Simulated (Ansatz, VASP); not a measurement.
# In: VASP beside Ansatz

```xyz
1
Lattice="-1.6688 1.6688 2.3626 1.6688 -1.6688 2.3626 1.6688 1.6688 -2.3626" Properties=species:S:1:pos:R:3 pbc="T T T"
In    0.0000    0.0000    0.0000
```

Alike in both runs: functional r2SCAN; k mesh 18 × 18 × 18; occupations gaussian, width 0.1 eV; no spin polarisation.

Ansatz relaxed the structure, and its values are those at the end. VASP's run is a single point on that final structure, the one shown.

```csv
,VASP,Ansatz
version,VASP 6.6.1,Ansatz 0.2.0
potentials or method,"VASP PAW PBE potentials, release 64 (In_d), cutoff 520 eV","scalar-relativistic, plane waves, PAW"
valence electrons in the cell,13,13
```

|  | VASP | Ansatz | Ansatz less VASP |
| --- | --- | --- | --- |
| gap on the k mesh at the Fermi level (eV) | none | none | - |
| pressure (GPa) | 0.0 | 0.0 | -0.02 |

VASP's potentials were made for PBE, not for r2SCAN. A gap of «none» marks a metal or a gap that the smearing closes. The functional is the same, so the differences come from potentials, cutoffs and numerics.
